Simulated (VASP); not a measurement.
# Zn (Immm) in VASP: further runs

The runs below take Zn through single point, with PBEsol.

Program: VASP 6.6.1. These are calculated values, not measurements. Logs are shortened: lines on timing, memory, paths and dates and some standing lists are left out, and cuts for length are marked.

**1. The cell of the first run**

Symmetry: Immm, No. 71, orthorhombic system. Conventional cell: a = 2.938 Å, b = 2.999 Å, c = 3.060 Å, α = 90.00°, β = 90.00°, γ = 90.00°. Within 3.4 Å of Zn (site symmetry mmm) lie 14 Zn at 2.60 to 3.06 Å.

**2. Single point, PBEsol (normal strain along x -0.0400, normal strain along z -0.0200)**

The input, INCAR:

```
SYSTEM = Zn
PREC = Accurate ; ENCUT = 520
EDIFF = 1E-7 ; ISMEAR = 0
SIGMA = 0.15 ; LREAL = .FALSE.
LASPH = .TRUE. ; NELM = 60
ALGO = Fast ; ISIF = 2
LWAVE = .FALSE. ; LCHARG = .FALSE.
GGA = PS ; NBANDS = 12
```

The input, KPOINTS:

```
regular mesh
0
G
  20 20 20
  0 0 0
```

The input, POSCAR:

```
Zn
1.0
   -1.4688715212      1.5300745013      1.4994730113
    1.4688715212     -1.5300745013      1.4994730113
    1.4688715212      1.5300745013     -1.4994730113
Zn
1
Direct
    0.0000000000      0.0000000000      0.0000000000
```

Potentials or basis: VASP PAW PBE potentials, release 64 (Zn).

Started as:

```console
> cat potpaw_PBE.64/Zn/POTCAR > POTCAR
> mpirun -np 1 vasp_std > vasp.out
```

OUTCAR:

```text
SYSTEM = Zn
   PREC = Accurate
   ENCUT = 520
   EDIFF = 1E-7
   ISMEAR = 0
   LREAL = .FALSE.
   LASPH = .TRUE.
   NELM = 60
   ISIF = 2
   GGA = PS

 ion  position               nearest neighbor table
   1  0.000  0.000  0.000-

  LATTYP: Found a body centered orthorhombic cell.
 ALAT       =     2.9377430424
 B/A-ratio  =     1.0208333334
 C/A-ratio  =     1.0416666667

  Lattice vectors:

 A1 = (  -1.4688715212,  -1.5300745013,   1.4994730113)
 A2 = (   1.4688715212,  -1.5300745013,  -1.4994730113)
 A3 = (   1.4688715212,   1.5300745013,   1.4994730113)

Analysis of symmetry for initial positions (statically):
=====================================================================
 Subroutine PRICEL returns:
 Original cell was already a primitive cell.

 Routine SETGRP: Setting up the symmetry group for a
 body centered orthorhombic supercell.

 Subroutine GETGRP returns: Found  8 space group operations
 (whereof  8 operations were pure point group operations)
 out of a pool of  8 trial point group operations.

The static configuration has the point symmetry D_2h.

Analysis of symmetry for dynamics (positions and initial velocities):
=====================================================================
 Subroutine PRICEL returns:
 Original cell was already a primitive cell.

 Routine SETGRP: Setting up the symmetry group for a
 body centered orthorhombic supercell.

 Subroutine GETGRP returns: Found  8 space group operations
 (whereof  8 operations were pure point group operations)
 out of a pool of  8 trial point group operations.

The dynamic configuration has the point symmetry D_2h.

 Subroutine INISYM returns: Found  8 space group operations
 (whereof  8 operations are pure point group operations),
 and found     1 'primitive' translations

----------------------------------------------------------------------------------------

                                     Primitive cell

  volume of cell :      13.4802

  direct lattice vectors                    reciprocal lattice vectors
    -1.468871521  1.530074501  1.499473011     0.000000000  0.326781473  0.333450483
     1.468871521 -1.530074501  1.499473011     0.340397368  0.000000000  0.333450483
     1.468871521  1.530074501 -1.499473011     0.340397368  0.326781473  0.000000000

  length of vectors
     2.597523982  2.597523982  2.597523982     0.466878310  0.476507705  0.471864917

  position of ions in fractional coordinates (direct lattice)
     0.000000000  0.000000000  0.000000000

  ion indices of the primitive-cell ions
   primitive index   ion index
                 1           1

----------------------------------------------------------------------------------------

 KPOINTS: regular mesh

Automatic generation of k-mesh.
 Grid dimensions read from file:
 generate k-points for:   20   20   20

 Generating k-lattice:

  Cartesian coordinates                     Fractional coordinates (reciprocal lattice)
     0.000000000  0.016339074  0.016672524     0.050000000  0.000000000 -0.000000000
     0.017019868  0.000000000  0.016672524    -0.000000000  0.050000000  0.000000000
     0.017019868  0.016339074  0.000000000    -0.000000000  0.000000000  0.050000000

  Length of vectors
     0.023343915  0.023825385  0.023593246

  Shift w.r.t. Gamma in fractional coordinates (k-lattice)
     0.000000000  0.000000000  0.000000000

 Subroutine IBZKPT returns following result:
 ===========================================

 Found   1166 irreducible k-points:

 Following reciprocal coordinates:
            Coordinates               Weight
  0.000000  0.000000  0.000000      1.000000
  0.050000  0.000000 -0.000000      4.000000
  0.100000  0.000000 -0.000000      4.000000
  0.150000  0.000000  0.000000      4.000000
  0.200000  0.000000 -0.000000      4.000000
  0.250000  0.000000 -0.000000      4.000000
[... 16 lines left out ...]
 -0.450000  0.050000  0.000000      8.000000
 -0.400000  0.050000  0.000000      8.000000
 [... further k-points ...]
   k-points           NKPTS =   1166   k-points in BZ     NKDIM =   1166   number of bands    NBANDS=     12
   number of dos      NEDOS =    301   number of ions     NIONS =      1
   total plane-waves  NPLWV =   8000
   dimension x,y,z NGX =    20 NGY =   20 NGZ =   20
   dimension x,y,z NGXF=    40 NGYF=   40 NGZF=   40
   ions per type =               1
   NGX,Y,Z   is equivalent  to a cutoff of  12.80, 12.80, 12.80 a.u.
   NGXF,Y,Z  is equivalent  to a cutoff of  25.60, 25.60, 25.60 a.u.
 SYSTEM =  Zn
   PREC   = accura    normal or accurate (medium, high low for compatibility)
   ISTART =      0    job   : 0-new  1-cont  2-samecut
   ICHARG =      2    charge: 1-file 2-atom 10-const
   ISPIN  =      1    spin polarized calculation?
   LNONCOLLINEAR =      F non collinear calculations
   LSORBIT =      F    spin-orbit coupling
   LASPH  =      T    aspherical Exc in radial PAW
   ENCUT  =  520.0 eV  38.22 Ry    6.18 a.u.   4.83  4.83  4.83*2*pi/ulx,y,z
   NELM   =     60;   NELMIN=  2; NELMDL= -5     # of ELM steps
   EDIFF  = 0.1E-06   stopping-criterion for ELM
   LREAL  =      F    real-space projection
   EDIFFG = 0.1E-05   stopping-criterion for IOM
   NSW    =      0    number of steps for IOM
   IBRION =     -1    ionic relax: 0-MD 1-quasi-New 2-CG
   NFREE  =      0    steps in history (QN), initial steepest desc. (CG)
   ISIF   =      2    stress and relaxation
   ISYM   =      2    0-nonsym 1-usesym 2-fastsym
   POTIM  = 0.5000    time-step for ionic-motion
   TEBEG  =    0.0;   TEEND  =   0.0 temperature during run
   PSTRESS=    0.0 pullay stress
   NELECT =      12.0000    total number of electrons
   NUPDOWN=      -1.0000    fix difference up-down
   EMIN   =  10.00;   EMAX   =-10.00  energy-range for DOS
   EFERMI =   0.00;   METHOD = LEGACY
   ISMEAR =     0;   SIGMA  =   0.15  broadening in eV -4-tet -1-fermi 0-gaus
   EFERMI_NEDOS =   21; number of points for ismear=-14 and -15
   IALGO  =     68    algorithm
   IMIX   =      4    mixing-type and parameters
     AMIX     =   0.40;   BMIX     =  1.00
     AMIX_MAG =   1.60;   BMIX_MAG =  1.00
  volume/ion in A,a.u.               =      13.48        90.97
  Fermi-wavevector in a.u.,A,eV,Ry     =   1.574842  2.976019 33.744167  2.480126
  Thomas-Fermi vector in A             =   2.675915
   LORBIT       =      0    0 simple, 1 ext, 2 COOP (PROOUT), +10 PAW based schemes
   GGA     = PS    functional components
   LHFCALC =     F    Hartree Fock is set to
   AEXX    =    0.0000 exact exchange contribution
   IVDW    =     0    specifies the selected vdW correction
   LEPSILON=     F    determine dielectric tensor
   LRPA    =     F    only Hartree local field effects (RPA)
 non-spin polarized calculation
 RMM-DIIS sequential band-by-band and
 Gauss-broadening in eV      SIGMA  =   0.15
  energy-cutoff  :      520.00
  volume of cell :       13.48
 maximum number of plane-waves:       380
   NGX =  9   NGY =  9   NGZ =  9

 number of electron      11.9999997 magnetization

 Free energy of the ion-electron system (eV)
  ---------------------------------------------------
  ext. energy  EPLUGINS =         0.00000000
  ---------------------------------------------------
  free energy    TOTEN  =        -1.48109278 eV

  energy without entropy =       -1.47800968  energy(sigma->0) =       -1.47955123

 E-fermi :   4.0863     XC(G=0): -12.3636

 val. band max:        4.0799632271   @ k =   0.5000  -0.4000   0.3000
 cond. band min:       4.0877045831   @ k =   0.3500   0.2000   0.1000
 fundamental gap:      0.0077413559
 Fermi energy:         4.0863184943

 k-point     1 :       0.0000    0.0000    0.0000
  band No.  band energies     occupation
      1      -7.5566      2.00000
      2      -4.2398      2.00000
      3      -4.1894      2.00000
      4      -4.1449      2.00000
      5      -3.5972      2.00000
      6      -3.5229      2.00000
      7      24.7785      0.00000
      8      24.8491      0.00000
      9      25.5119      0.00000
     10      25.6735      0.00000
     11      26.3337      0.00000
     12      26.4666      0.00000

 k-point     2 :       0.0500    0.0000   -0.0000
  band No.  band energies     occupation
      1      -7.4714      2.00000
      2      -4.2372      2.00000
      3      -4.1870      2.00000
      4      -4.1333      2.00000
      5      -3.6061      2.00000
      6      -3.5242      2.00000
      7      22.9894      0.00000
      8      24.6824      0.00000
      9      24.7480      0.00000
     10      25.2985      0.00000
     11      25.8329      0.00000
     12      25.8378      0.00000

 k-point     3 :       0.1000    0.0000   -0.0000
  band No.  band energies     occupation
      1      -7.2186      2.00000
      2      -4.2291      2.00000
      3      -4.2051      2.00000
      4      -4.0740      2.00000
      5      -3.6297      2.00000
      6      -3.5271      2.00000
      7      20.2593      0.00000
      8      23.4094      0.00000
      9      23.7060      0.00000
     10      24.8293      0.00000
     11      25.1604      0.00000
     12      25.4310      0.00000
[... 286 lines left out ...]
 k-point    23 :      -0.4500    0.0500    0.0000
  band No.  band energies     occupation
      1      -5.0447      2.00000
      2      -4.5032      2.00000
      3      -3.6501      2.00000
      4      -3.5529      2.00000
      5      -3.2442      2.00000
      6      -0.7661      2.00000
      7       4.8991      0.00000
      8      16.3687      0.00000
      9      17.8276      0.00000
     10      21.8139      0.00000
     11      23.7239      0.00000
     12      31.3090      0.00000

 k-point    24 :      -0.4000    0.0500    0.0000
  band No.  band energies     occupation
      1      -5.0495      2.00000
      2      -4.4709      2.00000
      3      -3.6648      2.00000
      4      -3.5605      2.00000
      5      -3.3605      2.00000
      6      -1.9929      2.00000
      7       6.8377      0.00000
      8      16.7587      0.00000
      9      18.2175      0.00000
     10      22.0514      0.00000
     11      23.8933      0.00000
     12      29.9696      0.00000

 [... further k-points ...]

------------------------ aborting loop because EDIFF is reached ----------------------------------------

  FORCE on cell =-STRESS in cart. coord.  units (eV):
  Direction    XX          YY          ZZ          XY          YZ          ZX
  --------------------------------------------------------------------------------------
  -------------------------------------------------------------------------------------
  Total        0.4540307      0.6081561      0.5256931      0.0000000      0.0000000      0.0000000
  in kB       53.9635839     72.2820746     62.4809834      0.0000000      0.0000000      0.0000000
  external PRESSURE =      62.9088806 kB  Pullay stress =       0.0000000 kB

 VOLUME and BASIS-vectors are now :
 -----------------------------------------------------------------------------
  energy-cutoff  :      520.00
  volume of cell :       13.48
      direct lattice vectors                 reciprocal lattice vectors
    -1.468871521  1.530074501  1.499473011     0.000000000  0.326781473  0.333450483
     1.468871521 -1.530074501  1.499473011     0.340397368  0.000000000  0.333450483
     1.468871521  1.530074501 -1.499473011     0.340397368  0.326781473  0.000000000

 POSITION                                       TOTAL-FORCE (eV/Angst)
 -----------------------------------------------------------------------------------
      0.00000      0.00000      0.00000         0.000000      0.000000     -0.000000
 -----------------------------------------------------------------------------------
    total drift:                                0.000000     -0.000000      0.000000

  FREE ENERGIE OF THE ION-ELECTRON SYSTEM (eV)
  ---------------------------------------------------
  free  energy   TOTEN  =        -1.4810927802 eV

  energy  without entropy=       -1.4780096776  energy(sigma->0) =       -1.47955123
```

It took 64 s on 1 thread of Intel Xeon 6975P-C (Granite Rapids), shared host; peak memory 0.28 GiB.

What came out:

* Free energy: -1.4811 eV
* Pressure: 6.3 GPa
* Band gap on the k mesh: zero (band 6 reaches 7.81 eV, above the bottom of band 7 at 3.01 eV)

Stress tensor (GPa, compression positive):
```
5.40 0.00 0.00
0.00 7.23 0.00
0.00 0.00 6.25
```

Caveat: the cell differs from its parent crystal (normal strain along x -0.0400, normal strain along z -0.0200); the PAW data sets were made with another functional, which shifts forces and pressure a little.

**3. Single point, PBEsol (normal strain along x -0.0300, normal strain along z -0.0200)**

The input, INCAR:

```
SYSTEM = Zn
ALGO = Fast
EDIFF = 1E-7
ENCUT = 520
GGA = PS
ISIF = 2
ISMEAR = 0
LASPH = .True.
LCHARG = .False.
LREAL = .False.
LWAVE = .False.
NBANDS = 12
NELM = 60
PREC = Accurate
SIGMA = 0.15
```

The input, KPOINTS:

```
k-points
0
Gamma
  20 20 20
  0 0 0
```

The input, POSCAR:

```
Zn
1.0
   -1.4841722663      1.5300745013      1.4994730113
    1.4841722663     -1.5300745013      1.4994730113
    1.4841722663      1.5300745013     -1.4994730113
Zn
1
Direct
    0.0000000000      0.0000000000      0.0000000000
```

Potentials or basis: VASP PAW PBE potentials, release 64 (Zn).

Started as:

```console
> cat potpaw_PBE.64/Zn/POTCAR > POTCAR
> mpirun -np 1 vasp_std > vasp.out
```

Run time: 67 s. Hardware: 1 thread of Intel Xeon 6975P-C (Granite Rapids), shared host; peak memory 0.28 GiB.

It converged, with:

```
Free energy            : -1.4854 eV
Pressure               : 5.1 GPa
Band gap on the k mesh : zero (band 6 reaches 7.82 eV, above the bottom of band 7 at 2.97 eV)
```

Stress tensor (GPa, compression positive):
```
4.55 0.00 0.00
0.00 5.90 0.00
0.00 0.00 4.96
```

Levels at points of the mesh, in eV from the Fermi level:
| k point | band 2 | band 3 | band 4 | band 5 | band 6 | band 7 | band 8 | band 9 | band 10 | band 11 |
| --- | --- | --- | --- | --- | --- | --- | --- | --- | --- | --- |
| (0.00, 0.00, 0.00) | -8.27 | -8.25 | -8.20 | -7.64 | -7.59 | 20.68 | 20.81 | 21.11 | 21.44 | 22.05 |
| (0.50, 0.00, 0.00) | -8.59 | -7.68 | -7.58 | -7.20 | -3.41 | -1.02 | 12.55 | 13.78 | 16.55 | 18.51 |
| (0.00, 0.50, 0.00) | -8.67 | -7.61 | -7.55 | -7.19 | -3.22 | -0.70 | 11.80 | 12.96 | 15.83 | 17.81 |
| (0.50, 0.50, 0.00) | -8.62 | -7.67 | -7.56 | -7.20 | -3.35 | -0.91 | 12.29 | 13.50 | 16.30 | 18.27 |
| (0.50, 0.50, 0.50) | -8.96 | -7.31 | -7.29 | -7.29 | 3.70 | 4.37 | 4.72 | 8.31 | 9.02 | 9.40 |

Caveat: the cell differs from its parent crystal (normal strain along x -0.0300, normal strain along z -0.0200); the PAW data sets were made with another functional, which shifts forces and pressure a little.
